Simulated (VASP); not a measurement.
Write the native input for VASP 6.6.1 that does the following.

| Quantity | Value |
| --- | --- |
| Task | single point |
| Functional | PBE |
| Potentials or basis | VASP PAW PBE potentials, release 64 (Bi_d, Se) |
| Cutoff | 520 eV |
| k mesh | 4 × 4 × 4 |
| Occupations | gaussian, width 0.1 eV |
| Spin | no spin polarisation |
| Dipole correction | no |
| Further INCAR settings | ALGO = Normal; EDIFF = 1e-06; NBANDS = 28 |

The structure of BiSe4 lies in POSCAR:

```
BiSe4
1.0
   -3.3604365762      3.3604365762      3.3604365762
    3.3604365762     -3.3604365762      3.3604365762
    3.3604365762      3.3604365762     -3.3604365762
Bi Se
1 4
Direct
    0.0000000000      0.0000000000      0.0000000000
    0.5000000000      0.5000000000      0.5000000000
    0.0000000000      0.0000000000      0.5000000000
    0.0000000000      0.5000000000      0.0000000000
    0.5000000000      0.0000000000      0.0000000000
```

The cell was generated, and may not be a known phase.

The input as run:

INCAR

```
SYSTEM = BiSe4
PREC     = Accurate       ! precision mode
ENCUT    = 520            ! plane-wave cutoff, eV
EDIFF    = 1E-6           ! SCF threshold, eV
ISMEAR   = 0              ! smearing method
SIGMA    = 0.1            ! smearing width, eV
LREAL    = .False.        ! projectors in reciprocal space
LASPH    = .True.         ! aspherical terms in the spheres
NELM     = 100            ! most SCF steps
ALGO     = Normal         ! electronic algorithm
ISIF     = 2              ! what is computed and relaxed
LWAVE    = .False.        ! write WAVECAR
LCHARG   = .True.         ! write CHGCAR
GGA      = PE             ! functional
LELF     = .True.         ! ELF
LVHAR    = .True.       
NBANDS   = 28             ! bands
```

KPOINTS

```
Automatic mesh
0
Gamma
  4 4 4
  0 0 0
```

Potentials or basis: VASP PAW PBE potentials, release 64 (Bi_d, Se).

The run is started by

```console
$ cat potpaw_PBE.64/Bi_d/POTCAR potpaw_PBE.64/Se/POTCAR > POTCAR
$ mpirun -np 1 vasp_std > vasp.out
```

It gave:

| Quantity | Value |
| --- | --- |
| Pressure | -0.1 GPa |
| Band gap on the k mesh | zero (an odd number of electrons rules out a gap without spin polarisation) |

Caveat: spin-orbit coupling is left out, which moves the levels of the heavy elements.

Run time: 72 s on 1 thread of Intel(R) Xeon(R) Platinum 8259CL CPU @ 2.50GHz (Skylake/Cascade Lake) (shared host), peak memory 0.31 GiB.
